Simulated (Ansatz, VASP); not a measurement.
# Two plane-wave programs on Mo

```
CELL_PARAMETERS angstrom
2.77579 0.00000 0.00000
-1.38789 2.40390 0.00000
0.00000 0.00000 19.27029
ATOMIC_POSITIONS crystal
Mo 0.00000 0.00000 0.68755
Mo 0.33333 0.66667 0.81237
Mo 0.66667 0.33333 0.93780
Mo 0.33333 0.66667 0.06220
Mo 0.66667 0.33333 0.18763
Mo 0.00000 0.00000 0.31245
Mo 0.33333 0.66667 0.43781
Mo 0.66667 0.33333 0.56219
```

Alike in both runs: functional PBE; k mesh 6 × 6 × 1; occupations gaussian, width 0.1 eV; no spin polarisation.

Ansatz relaxed the structure, and its values are those at the end. VASP's run is a single point on that final structure, the one shown.

```csv
,VASP,Ansatz
version,VASP 6.6.1,Ansatz 0.2.0
potentials or method,"VASP PAW PBE potentials, release 64 (Mo_sv), cutoff 520 eV","scalar-relativistic, plane waves, PAW"
valence electrons in the cell,112,112
```

VASP gave:

| Item | Value |
| --- | --- |
| gap on the k mesh at the Fermi level (eV) | none |
| pressure (GPa) | 0.7 |
| rms of the force components (eV/Å) | 0.003 |

**Question.** Which values does Ansatz return?

**Answer.** gap on the k mesh at the Fermi level (eV): none; pressure (GPa): 0.2; rms of the force components (eV/Å): 0.003.

A gap of «none» marks a metal or a gap that the smearing closes. The functional is the same, so the differences come from potentials, cutoffs and numerics.

The k mesh is coarse, so the values compare programs but aren't converged.
